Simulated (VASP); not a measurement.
Mg, 1 atom in the cell. Symmetry: Fm-3m, No. 225, cubic system. The conventional cell has a = 4.433 Å, b = 4.433 Å, c = 4.433 Å, α = 90.00°, β = 90.00°, γ = 90.00°. Mg (site symmetry m-3m) has 12 Mg at 3.13 Å within 4.1 Å. This isn't the form of Mg at room conditions, which is hcp.

* Program: VASP 6.6.1
* Task: relaxation of cell and atoms
* Functional: LDA
* Potentials or basis: VASP PAW LDA potentials, release 64 (Mg)
* Cutoff: 600 eV
* k mesh: 10 × 10 × 10
* Occupations: gaussian, width 0.05 eV
* Spin: no spin polarisation
* Dipole correction: no
* Further INCAR settings: ALGO = Normal; EDIFF = 1e-06; IBRION = 2; EDIFFG = -0.01; NSW = 80; ISIF = 3

Potentials or basis: VASP PAW LDA potentials, release 64 (Mg).

Command:

```bash
$ cat potpaw_LDA.64/Mg/POTCAR > POTCAR
$ mpirun -np 1 vasp_std > vasp.out
```

Hardware: 1 thread of Intel(R) Xeon(R) Platinum 8259CL CPU @ 2.50GHz (Skylake/Cascade Lake), with other jobs on the host.

Problem. How long does it take, and how much memory?

Solution. Run time: 8.3 s on 1 thread of Intel(R) Xeon(R) Platinum 8259CL CPU @ 2.50GHz (Skylake/Cascade Lake), with other jobs on the host, peak memory 0.14 GiB. Counts: scf iterations 15, k points 47, ion steps 3.
